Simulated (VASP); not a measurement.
Wanted: the native input for a VASP 6.6.1 run.

| Quantity | Value |
| --- | --- |
| Task | single point |
| Functional | BLYP |
| Potentials or basis | VASP PAW PBE potentials, release 64 (Al) |
| Cutoff | 500 eV |
| k mesh | 9 × 9 × 2 |
| Occupations | fermi-dirac, width 0.15 eV |
| Spin | no spin polarisation |
| Dipole correction | no |
| Further INCAR settings | ALGO = Normal; EDIFF = 1e-06; NBANDS = 14 |

The structure of Al lies in POSCAR:

```
Al
1.0
    2.8270770200      0.0000000000      0.0000000000
   -1.4135385100      2.4483205200      0.0000000000
    0.0000000000      0.0000000000      9.1859930700
Al
4
Direct
    0.0000000000      0.0000000000      0.0000000000
    0.3333333300      0.6666666700      0.2500000000
    0.0000000000      0.0000000000      0.5000000000
    0.6666666700      0.3333333300      0.7500000000
```

This isn't the form of Al at room conditions, which is fcc.

These files were run (other wordings do the same):

INCAR

```
PREC = Accurate ; ENCUT = 500
EDIFF = 1E-6 ; ISMEAR = -1
SIGMA = 0.15 ; LREAL = F
LASPH = T ; NELM = 120
ALGO = Normal ; ISIF = 2
LWAVE = F ; LCHARG = F
GGA = B5 ; ALDAX = 1.0
AGGAX = 1.0 ; AGGAC = 1.0
ALDAC = 0.0 ; NBANDS = 14
GGA_COMPAT = F
```

KPOINTS

```
Automatic mesh
0
Gamma
  9 9 2
```

Potentials or basis: VASP PAW PBE potentials, release 64 (Al).

Run with:

```console
$ cat potpaw_PBE.64/Al/POTCAR > POTCAR
$ mpirun -np 1 vasp_std > vasp.out
```

It gave:

- Pressure: 7.2 GPa
- Band gap on the k mesh: zero (bands 6 and 7 overlap by 5.38 eV)

Caveat: the cell stands under pressure; the PAW data sets were made with another functional, which shifts forces and pressure a little.

It took 30 s on 1 thread of Intel(R) Xeon(R) Platinum 8488C (Sapphire Rapids) (shared host), peak memory 0.18 GiB.
